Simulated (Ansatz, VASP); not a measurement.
Rb in VASP and in Ansatz

INCAR

```
PREC = Accurate ; ENCUT = 600
EDIFF = 1E-6 ; ISMEAR = -1
SIGMA = 0.05 ; LREAL = False
LASPH = True ; NELM = 80
ALGO = Normal ; ISIF = 3
LWAVE = False ; LCHARG = False
GGA = PS ; IBRION = 2
NSW = 60 ; EDIFFG = -0.005
```

KPOINTS

```
regular mesh
0
Gamma
  8 8 8
```

File POSCAR:

```
Rb
1.0
    0.0000000000      4.7751025626      4.7751025626
    4.7751025626      0.0000000000      4.7751025626
    4.7751025626      4.7751025626      0.0000000000
Rb
2
Direct
   -0.1250000000     -0.1250000000     -0.1250000000
    0.1250000000      0.1250000000      0.1250000000
```

Input for Ansatz:

```yaml
crystal:
  lattice:
    - [0.0, 4.7751025626, 4.7751025626]
    - [4.7751025626, 0.0, 4.7751025626]
    - [4.7751025626, 4.7751025626, 0.0]
  atoms:
    - { symbol: Rb, position: [-0.125, -0.125, -0.125] }
    - { symbol: Rb, position: [0.125, 0.125, 0.125] }
kpoints:
  mp_grid: { grid: [8, 8, 8] }
scf:
  occupations: { method: fermi_dirac, width: 0.05 }
hamiltonian:
  xc: pbesol
  pseudopotentials: { kind: paw }
output:
  forces: true
  stress: true
  write_density: true
  write_potential: true
  elf: true
  volumetric_format: npy
relax:
  f_tol: 0.005
  max_steps: 40
  cell: {}
```

Alike in both runs: task relaxation of cell and atoms; functional PBEsol; k mesh 8 × 8 × 8; occupations fermi-dirac, width 0.05 eV; no spin polarisation.

```csv
,VASP,Ansatz
version,VASP 6.6.1,Ansatz 0.2.0
potentials or method,"VASP PAW PBE potentials, release 64 (Rb_sv)","PAW with Ansatz's default frozen-core files, scalar-relativistic"
plane-wave cutoff (eV),600,420
valence electrons in the cell,18,18
```

|  | VASP | Ansatz | Ansatz less VASP |
| --- | --- | --- | --- |
| relaxed volume (Å³/atom) | 130.61 | 130.13 | -0.483 |
| relaxed cell length with the largest relative difference (Å) | 7.175 | 7.166 | -0.0088 |

VASP's potentials were made for PBE, not for PBEsol.

Noted on VASP's run: the volume moved by over 15 % at a fixed basis, so the end points are rough.
